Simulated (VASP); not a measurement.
Runs of VASP 6.6.1 on Ir. The structure is that of space group P6/mmm (No. 191), or close to it. The cells are those of the table. 

```csv
cell,k mesh,gap on the mesh (eV),pressure (GPa)
"a = 4.167, b = 4.167, c = 2.574 Å, angles 90.0, 90.0, 120.0°, 3 atoms",10 × 10 × 13,none,65.5
"a = 4.406, b = 4.406, c = 2.721 Å, angles 90.0, 90.0, 120.0°, 3 atoms",10 × 10 × 13,none,-10.5
"a = 4.516, b = 4.516, c = 2.789 Å, angles 90.0, 90.0, 120.0°, 3 atoms",10 × 10 × 13,none,-28.2
"a = 4.290, b = 4.290, c = 2.649 Å, angles 90.0, 90.0, 120.0°, 3 atoms",10 × 10 × 13,none,(b)
"a = 4.349, b = 4.349, c = 2.686 Å, angles 90.0, 90.0, 120.0°, 3 atoms",9 × 9 × 12,none,2.3
"a = 4.229, b = 4.229, c = 2.612 Å, angles 90.0, 90.0, 120.0°, 3 atoms",10 × 10 × 13,none,(a)
"a = 4.462, b = 4.462, c = 2.755 Å, angles 90.0, 90.0, 120.0°, 3 atoms",10 × 10 × 13,none,-20.5
"a = 4.349, b = 4.349, c = 2.686 Å, angles 90.0, 90.0, 120.0°, 3 atoms",10 × 10 × 13,none,2.3
```

Alike in all rows: task single point; level r2SCAN; potentials or basis VASP PAW PBE potentials, release 64 (Ir); no spin polarisation; cutoff (eV) 520; smearing fermi-dirac 0.1 eV.

Task: Estimate the missing entries.

Result: (a) 39.2; (b) 18.5.

Caveats: the PAW data sets were made with another functional, which shifts forces and pressure a little; spin-orbit coupling is left out, which moves the levels of the heavy elements.

A k mesh can miss the band edges, and the runs leave out spin-orbit coupling on Ir.

A gap of «none» marks levels without a gap at the run's occupations.
